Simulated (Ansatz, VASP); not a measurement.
# BP: VASP beside Ansatz

Contents of INCAR:

```
  PREC = Accurate
  ENCUT = 520
  EDIFF = 1E-6
  ISMEAR = 0
  SIGMA = 0.05
  LREAL = F
  LASPH = T
  NELM = 100
  ALGO = Normal
  ISIF = 2
  LWAVE = F
  LCHARG = F
  GGA = PE
  ISYM = 0
  NBANDS = 11
```

KPOINTS

```
regular mesh
0
Gamma
  12 12 12
```

File POSCAR:

```
BP
1.0
    0.0000000000      2.2742113017      2.2742113017
    2.2742113017      0.0000000000      2.2742113017
    2.2742113017      2.2742113017      0.0000000000
B P
1 1
Direct
    0.0000000000      0.0000000000      0.0000000000
    0.7500000000      0.7500000000      0.7500000000
```

Input for Ansatz:

```yaml
crystal:
  lattice:
    - [0.0, 2.2742113004, 2.2742113004]
    - [2.2742113004, 0.0, 2.2742113004]
    - [2.2742113004, 2.2742113004, 0.0]
  atoms:
    - { symbol: B, position: [0.0, 0.0, 0.0] }
    - { symbol: P, position: [0.75, 0.75, 0.75] }
basis:
  ecutwfc: 420
  ecutrho_ratio: 8
kpoints:
  mp_grid: { grid: [12, 12, 12] }
hamiltonian:
  xc: pbe
scf:
  occupations: { method: gaussian, width: 0.05 }
  initial_density: { chi_scale: 0.1 }
output:
  forces: true
  stress: true
```

Alike in both runs: task single point; functional PBE; k mesh 12 × 12 × 12; occupations gaussian, width 0.05 eV; no spin polarisation.

|  | VASP | Ansatz |
| --- | --- | --- |
| version | VASP 6.6.1 | Ansatz 0.2.0 |
| potentials or method | VASP PAW PBE potentials, release 64 (B, P), cutoff 520 eV | scalar-relativistic, plane waves, PAW |
| valence electrons in the cell | 8 | 8 |

|  | VASP | Ansatz | Ansatz less VASP |
| --- | --- | --- | --- |
| pressure (GPa) | -0.2 | 0.0 | +0.23 |

The functional is the same, so the differences come from potentials, cutoffs and numerics.
